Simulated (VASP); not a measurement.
Input of a VASP 6.6.1 run:

The input INCAR:

```
PREC     = Accurate       # precision mode
ENCUT    = 500            # plane-wave cutoff, eV
EDIFF    = 1E-6           # SCF threshold, eV
ISMEAR   = 0              # smearing method
SIGMA    = 0.02           # smearing width, eV
LREAL    = False          # projectors in reciprocal space
LASPH    = True           # aspherical terms in the spheres
NELM     = 120            # most SCF steps
ALGO     = Normal         # electronic algorithm
ISIF     = 2              # what is computed and relaxed
LWAVE    = False          # write WAVECAR
LCHARG   = True           # write CHGCAR
GGA      = PS             # functional
LELF     = True           # ELF
LVHAR    = True         
NBANDS   = 16             # bands
GGA_COMPAT= False
```

The input KPOINTS:

```
regular mesh
0
Gamma
  8 8 8
```

Contents of POSCAR:

```
GaP
1.0
    0.0000000000      2.7192248534      2.7192248534
    2.7192248534      0.0000000000      2.7192248534
    2.7192248534      2.7192248534      0.0000000000
Ga P
1 1
Direct
    0.0000000000      0.0000000000      0.0000000000
    0.2500000000      0.2500000000      0.2500000000
```

Potentials or basis: VASP PAW PBE potentials, release 64 (Ga_d, P).

The run is started by

```sh
$ cat potpaw_PBE.64/Ga_d/POTCAR potpaw_PBE.64/P/POTCAR > POTCAR
$ mpirun -np 1 vasp_std > vasp.out
```

(1) What does it give for the band gap on the k mesh?

(2) Estimate the pressure.

Answers

(1) 1.50 eV, indirect (least direct gap 1.80 eV).

(2) -0.1 GPa.

Caveat: the PAW data sets were made with another functional, which shifts forces and pressure a little.
